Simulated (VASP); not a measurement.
# MgSi16 (a cell with a defect) in VASP: relaxation of the atoms with PBE

Aim: the relaxation of the atoms of MgSi16 (a cell with a defect) with PBE.

Program: VASP 6.6.1. These are calculated values, not measurements. Logs are shortened: lines on timing, memory, paths and dates and some standing lists are left out, and cuts for length are marked.

### Step 1. The cell of the first run

The cell holds a defect, 17 atoms: a = 7.735 Å, b = 7.735 Å, c = 7.735 Å, α = 60.00°, β = 60.00°, γ = 60.00°.

### Step 2. Relaxation of the atoms, PBE

Input file INCAR:

```
SYSTEM = MgSi16
PREC = Accurate
ENCUT = 520
EDIFF = 1E-7
ISMEAR = 0
SIGMA = 0.01
LREAL = Auto
LASPH = .TRUE.
NELM = 60
ALGO = Normal
ISIF = 2
LWAVE = .FALSE.
LCHARG = .FALSE.
GGA = PE
IBRION = 2
NSW = 65
EDIFFG = -0.025
```

Input file KPOINTS:

```
regular mesh
0
G
  2 2 2
  0 0 0
```

Input file POSCAR:

```
MgSi16
1.0
    0.0000000000      5.4696766497      5.4696766497
    5.4696766497      0.0000000000      5.4696766497
    5.4696766497      5.4696766497      0.0000000000
Si Mg
16 1
Direct
    0.3750000000      0.3750000000      0.3750000000
    0.3750000000      0.3750000000      0.8750000000
    0.3750000000      0.8750000000      0.3750000000
    0.3785198752      0.8740361538      0.8765306835
    0.8750000000      0.3750000000      0.3750000000
    0.8771565113      0.3904796684      0.8760682131
    0.8670759084      0.8747465611      0.3667684986
    0.8928838303      0.8673258901      0.8666411992
    0.2500000000      0.2500000000      0.2500000000
    0.2527440712      0.2629404804      0.7523193978
    0.2507082233      0.7533709851      0.2378028868
    0.2505519589      0.7510719196      0.7593072069
    0.7526322106      0.2407531699      0.2542143214
    0.7596446582      0.2427073133      0.7556522479
    0.7398397935      0.7495737780      0.2496295100
    0.7500000000      0.7500000000      0.7500000000
    0.0005564397      0.0028997943      0.0124391637
```

Potentials or basis: VASP PAW PBE potentials, release 64 (Si, Mg).

On the command line:

```console
> cat potpaw_PBE.64/Si/POTCAR potpaw_PBE.64/Mg/POTCAR > POTCAR
> mpirun -np 1 vasp_std > vasp.out
```

OUTCAR:

```text
SYSTEM = MgSi16
   PREC = Accurate
   ENCUT = 520
   EDIFF = 1E-7
   ISMEAR = 0
   LREAL = Auto
   LASPH = .TRUE.
   NELM = 60
   ISIF = 2
   GGA = PE
   IBRION = 2
   NSW = 65
   EDIFFG = -0.025

 ion  position               nearest neighbor table
   1  0.375  0.375  0.375-   9 2.37  13 2.39  10 2.39  11 2.39
   2  0.375  0.375  0.875-  10 2.26   9 2.37  12 2.38  14 2.43
   3  0.375  0.875  0.375-  15 2.30   9 2.37  11 2.42  12 2.43
   4  0.379  0.874  0.877-  11 2.28  12 2.33  16 2.35  17 2.39  10 2.46
   5  0.875  0.375  0.375-  15 2.37   9 2.37  13 2.38  14 2.41
   6  0.877  0.390  0.876-  16 2.27  10 2.37  13 2.39  14 2.44  17 2.45
   7  0.867  0.875  0.367-  17 2.24  13 2.31  15 2.33  16 2.42  11 2.42
   8  0.893  0.867  0.867-  12 2.26  14 2.37  16 2.38  15 2.42  17 2.46
   9  0.250  0.250  0.250-   1 2.37   2 2.37   3 2.37   5 2.37
  10  0.253  0.263  0.752-   2 2.26   6 2.37   1 2.39   4 2.46  17 2.80
  11  0.251  0.753  0.238-   4 2.28   1 2.39   3 2.42   7 2.42  17 2.60
  12  0.251  0.751  0.759-   8 2.26   4 2.33   2 2.38   3 2.43  17 2.76
  13  0.753  0.241  0.254-   7 2.31   5 2.38   1 2.39   6 2.39  17 2.62
  14  0.760  0.243  0.756-   8 2.37   5 2.41   2 2.43   6 2.44  17 2.72
  15  0.740  0.750  0.250-   3 2.30   7 2.33   5 2.37   8 2.42  17 2.82
  16  0.750  0.750  0.750-   6 2.27   4 2.35   8 2.38   7 2.42
  17  0.001  0.003  0.012-   7 2.24   4 2.39   6 2.45   8 2.46  11 2.60  13 2.62  14 2.72  12 2.76
                            10 2.80  15 2.82

  LATTYP: Found a face centered cubic cell.
 ALAT       =    10.9393532994

  Lattice vectors:

 A1 = (   0.0000000000,   5.4696766497,   5.4696766497)
 A2 = (   5.4696766497,   0.0000000000,   5.4696766497)
 A3 = (   5.4696766497,   5.4696766497,   0.0000000000)

Analysis of symmetry for initial positions (statically):
=====================================================================
 Subroutine PRICEL returns:
 Original cell was already a primitive cell.

 Routine SETGRP: Setting up the symmetry group for a
 face centered cubic supercell.

 Subroutine GETGRP returns: Found  1 space group operations
 (whereof  1 operations were pure point group operations)
 out of a pool of 48 trial point group operations.

The static configuration has the point symmetry C_1 .

Analysis of symmetry for dynamics (positions and initial velocities):
=====================================================================
 Subroutine PRICEL returns:
 Original cell was already a primitive cell.

 Routine SETGRP: Setting up the symmetry group for a
 face centered cubic supercell.

 Subroutine GETGRP returns: Found  1 space group operations
 (whereof  1 operations were pure point group operations)
 out of a pool of 48 trial point group operations.

The dynamic configuration has the point symmetry C_1 .

 Subroutine INISYM returns: Found  1 space group operations
 (whereof  1 operations are pure point group operations),
 and found     1 'primitive' translations

----------------------------------------------------------------------------------------

                                     Primitive cell

  volume of cell :     327.2766

  direct lattice vectors                    reciprocal lattice vectors
     0.000000000  5.469676650  5.469676650    -0.091413082  0.091413082  0.091413082
     5.469676650  0.000000000  5.469676650     0.091413082 -0.091413082  0.091413082
     5.469676650  5.469676650  0.000000000     0.091413082  0.091413082 -0.091413082

  length of vectors
     7.735290900  7.735290900  7.735290900     0.158332102  0.158332102  0.158332102

  position of ions in fractional coordinates (direct lattice)
     0.375000000  0.375000000  0.375000000
     0.375000000  0.375000000  0.875000000
     0.375000000  0.875000000  0.375000000
     0.378519875  0.874036154  0.876530684
     0.875000000  0.375000000  0.375000000
     0.877156511  0.390479668  0.876068213
[... 9 lines left out ...]
     0.750000000  0.750000000  0.750000000
     0.000556440  0.002899794  0.012439164

  ion indices of the primitive-cell ions
   primitive index   ion index
                 1           1
                 2           2
                 3           3
                 4           4
                 5           5
                 6           6
[... 9 lines left out ...]
                16          16
                17          17

----------------------------------------------------------------------------------------

 KPOINTS: regular mesh

Automatic generation of k-mesh.
 Grid dimensions read from file:
 generate k-points for:    2    2    2

 Generating k-lattice:

  Cartesian coordinates                     Fractional coordinates (reciprocal lattice)
    -0.045706541  0.045706541  0.045706541     0.500000000  0.000000000  0.000000000
     0.045706541 -0.045706541  0.045706541     0.000000000  0.500000000  0.000000000
     0.045706541  0.045706541 -0.045706541     0.000000000  0.000000000  0.500000000

  Length of vectors
     0.079166051  0.079166051  0.079166051

  Shift w.r.t. Gamma in fractional coordinates (k-lattice)
     0.000000000  0.000000000  0.000000000

 Subroutine IBZKPT returns following result:
 ===========================================

 Found      8 irreducible k-points:

 Following reciprocal coordinates:
            Coordinates               Weight
  0.000000  0.000000  0.000000      1.000000
  0.500000  0.000000  0.000000      1.000000
  0.000000  0.500000  0.000000      1.000000
  0.000000  0.000000  0.500000      1.000000
  0.500000  0.500000  0.500000      1.000000
  0.500000  0.500000  0.000000      1.000000
  0.000000  0.500000  0.500000      1.000000
  0.500000  0.000000  0.500000      1.000000
   k-points           NKPTS =      8   k-points in BZ     NKDIM =      8   number of bands    NBANDS=     42
   number of dos      NEDOS =    301   number of ions     NIONS =     17
   total plane-waves  NPLWV = 216000
   dimension x,y,z NGX =    60 NGY =   60 NGZ =   60
   dimension x,y,z NGXF=   120 NGYF=  120 NGZF=  120
   ions per type =              16   1
   NGX,Y,Z   is equivalent  to a cutoff of  12.90, 12.90, 12.90 a.u.
   NGXF,Y,Z  is equivalent  to a cutoff of  25.79, 25.79, 25.79 a.u.
 SYSTEM =  MgSi16
   PREC   = accura    normal or accurate (medium, high low for compatibility)
   ISTART =      0    job   : 0-new  1-cont  2-samecut
   ICHARG =      2    charge: 1-file 2-atom 10-const
   ISPIN  =      1    spin polarized calculation?
   LNONCOLLINEAR =      F non collinear calculations
   LSORBIT =      F    spin-orbit coupling
   LASPH  =      T    aspherical Exc in radial PAW
   ENCUT  =  520.0 eV  38.22 Ry    6.18 a.u.  14.38 14.38 14.38*2*pi/ulx,y,z
   NELM   =     60;   NELMIN=  2; NELMDL= -5     # of ELM steps
   EDIFF  = 0.1E-06   stopping-criterion for ELM
   LREAL  =      T    real-space projection
   EDIFFG = -.3E-01   stopping-criterion for IOM
   NSW    =     65    number of steps for IOM
   IBRION =      2    ionic relax: 0-MD 1-quasi-New 2-CG
   NFREE  =      1    steps in history (QN), initial steepest desc. (CG)
   ISIF   =      2    stress and relaxation
   ISYM   =      2    0-nonsym 1-usesym 2-fastsym
   POTIM  = 0.5000    time-step for ionic-motion
   TEBEG  =    0.0;   TEEND  =   0.0 temperature during run
   PSTRESS=    0.0 pullay stress
   NELECT =      66.0000    total number of electrons
   NUPDOWN=      -1.0000    fix difference up-down
   EMIN   =  10.00;   EMAX   =-10.00  energy-range for DOS
   EFERMI =   0.00;   METHOD = LEGACY
   ISMEAR =     0;   SIGMA  =   0.01  broadening in eV -4-tet -1-fermi 0-gaus
   EFERMI_NEDOS =   21; number of points for ismear=-14 and -15
   IALGO  =     38    algorithm
   IMIX   =      4    mixing-type and parameters
     AMIX     =   0.40;   BMIX     =  1.00
     AMIX_MAG =   1.60;   BMIX_MAG =  1.00
  volume/ion in A,a.u.               =      19.25       129.92
  Fermi-wavevector in a.u.,A,eV,Ry     =   0.960029  1.814192 12.539895  0.921656
  Thomas-Fermi vector in A             =   2.089278
   LORBIT       =      0    0 simple, 1 ext, 2 COOP (PROOUT), +10 PAW based schemes
   GGA     = PE    functional components
   LHFCALC =     F    Hartree Fock is set to
   AEXX    =    0.0000 exact exchange contribution
   IVDW    =     0    specifies the selected vdW correction
   LEPSILON=     F    determine dielectric tensor
   LRPA    =     F    only Hartree local field effects (RPA)
 conjugate gradient relaxation of ions
 non-spin polarized calculation
 Gauss-broadening in eV      SIGMA  =   0.01
  energy-cutoff  :      520.00
  volume of cell :      327.28
 maximum number of plane-waves:      8824
 NGX is ok and might be reduce to    60
   NGX = 29   NGY = 29   NGZ = 29

--------------------------------------- Ionic step        1  -------------------------------------------

 number of electron      66.0000003 magnetization

 Free energy of the ion-electron system (eV)
  ---------------------------------------------------
  ext. energy  EPLUGINS =         0.00000000
  ---------------------------------------------------
  free energy    TOTEN  =       -83.85684641 eV

  energy without entropy =      -83.85525004  energy(sigma->0) =      -83.85604823

------------------------ aborting loop because EDIFF is reached ----------------------------------------

  FORCE on cell =-STRESS in cart. coord.  units (eV):
  Direction    XX          YY          ZZ          XY          YZ          ZX
  --------------------------------------------------------------------------------------
  -------------------------------------------------------------------------------------
  Total        9.7490336      9.5805298      9.3038897     -0.2848012      0.0091638     -1.2059197
  in kB       47.7262373     46.9013296     45.5470424     -1.3942398      0.0448613     -5.9035607
  external PRESSURE =      46.7248698 kB  Pullay stress =       0.0000000 kB
[... 134 lines left out ...]
  FREE ENERGIE OF THE ION-ELECTRON SYSTEM (eV)
  ---------------------------------------------------
  free  energy   TOTEN  =       -84.6525697951 eV

  energy  without entropy=      -84.6501994609  energy(sigma->0) =      -84.65138463

[... ionic steps 4 to 15 ...]

--------------------------------------- Ionic step       16  -------------------------------------------

 number of electron      65.9999999 magnetization

------------------------ aborting loop because EDIFF is reached ----------------------------------------

  FORCE on cell =-STRESS in cart. coord.  units (eV):
  Direction    XX          YY          ZZ          XY          YZ          ZX
  --------------------------------------------------------------------------------------
  -------------------------------------------------------------------------------------
  Total        6.8550472      6.9748515      6.8114256     -0.0021457     -0.0129629      0.0169192
  in kB       33.5587732     34.1452733     33.3452243     -0.0105040     -0.0634595      0.0828279
  external PRESSURE =      33.6830903 kB  Pullay stress =       0.0000000 kB
[... 87 lines left out ...]
  energy  without entropy=      -84.7689144077  energy(sigma->0) =      -84.76987439

--------------------------------------- Ionic step       18  -------------------------------------------

 number of electron      65.9999999 magnetization

 Free energy of the ion-electron system (eV)
  ---------------------------------------------------
  ext. energy  EPLUGINS =         0.00000000
  ---------------------------------------------------
  free energy    TOTEN  =       -84.77108555 eV

  energy without entropy =      -84.76915981  energy(sigma->0) =      -84.77012268

 E-fermi :   6.7157     XC(G=0):  -9.5482

 val. band max:        6.7130798484   @ k =   0.5000   0.0000   0.5000
 cond. band min:       6.7854452326   @ k =   0.0000   0.5000   0.0000
 fundamental gap:      0.0723653842
 Fermi energy:         6.7157339667

 k-point     1 :       0.0000    0.0000    0.0000
  band No.  band energies     occupation
      1      -6.0689      2.00000
      2      -3.8642      2.00000
      3      -3.6942      2.00000
      4      -3.6935      2.00000
      5      -3.6934      2.00000
      6      -2.2757      2.00000
[... 393 lines left out ...]
  FREE ENERGIE OF THE ION-ELECTRON SYSTEM (eV)
  ---------------------------------------------------
  free  energy   TOTEN  =       -84.7710855525 eV

  energy  without entropy=      -84.7691598081  energy(sigma->0) =      -84.77012268

 reached required accuracy - stopping structural energy minimisation
```

Run time: 19 min. Hardware: 1 thread of AMD EPYC 9R45 (Zen 5), shared host; peak memory 0.52 GiB.

What came out:

| Property | Result |
| --- | --- |
| Free energy | -84.7711 eV |
| Energy gained by relaxing | 53.8 meV/atom |
| Ionic steps | 18 |
| Pressure after relaxing | 3.4 GPa |
| Largest force after relaxing | 0.018 eV/Å |
| Band gap on the k mesh | zero (band 33 reaches 6.79 eV, above the bottom of band 34 at 6.39 eV) |

Forces in eV/Å, atoms in the order of the input:
```
Si  -0.002  0.009  0.012
Si  -0.009 -0.002 -0.008
Si   0.009 -0.006 -0.001
Si   0.004 -0.011 -0.003
Si   0.008 -0.002  0.000
Si   0.002  0.003 -0.007
Si  -0.001  0.012  0.008
Si   0.004  0.012 -0.008
Si   0.005 -0.004  0.009
Si  -0.015 -0.009  0.000
Si   0.001 -0.005  0.001
Si  -0.006  0.006 -0.008
Si  -0.011 -0.001  0.010
Si  -0.003  0.006  0.001
Si   0.012  0.002 -0.005
Si   0.013 -0.003  0.003
Mg  -0.011 -0.006 -0.003
```

The path:
```csv
step,energy change (eV),largest force (eV/Å),pressure (GPa)
1,0.0000,3.6546,4.67
2,-0.7865,1.0431,3.42
3,-0.7957,0.8518,3.43
4,-0.8773,0.3229,3.34
5,-0.8773,0.3146,3.34
6,-0.8923,0.1385,3.34
7,-0.8942,0.1469,3.35
8,-0.8988,0.1172,3.35
9,-0.9027,0.1664,3.36
10,-0.9057,0.0954,3.36
11,-0.9085,0.0983,3.36
12,-0.9106,0.0739,3.37
13,-0.9118,0.0801,3.37
14,-0.9131,0.0397,3.37
15,-0.9135,0.0449,3.37
16,-0.9139,0.0318,3.37
17,-0.9140,0.0295,3.37
18,-0.9142,0.0178,3.37
```

Final structure:
```
Si Mg
1.0
     0.00000    5.46968    5.46968
     5.46968    0.00000    5.46968
     5.46968    5.46968    0.00000
Si Mg
16 1
Direct
  0.37350 0.37347 0.37528
  0.37489 0.37510 0.88011
  0.37575 0.87916 0.37343
  0.39232 0.87043 0.87100
  0.88074 0.37369 0.37348
  0.87088 0.39128 0.87094
  0.87025 0.86995 0.39082
  0.87187 0.87156 0.86838
  0.25130 0.24970 0.25070
  0.25460 0.25425 0.74827
  0.25426 0.74644 0.25468
  0.25550 0.74806 0.74643
  0.74654 0.25368 0.25476
  0.74785 0.25506 0.74650
  0.74872 0.74674 0.25207
  0.75173 0.75050 0.75012
  0.00161 0.00082 0.00040
```

Caveat: the k points lie up to 0.50 Å⁻¹ apart.
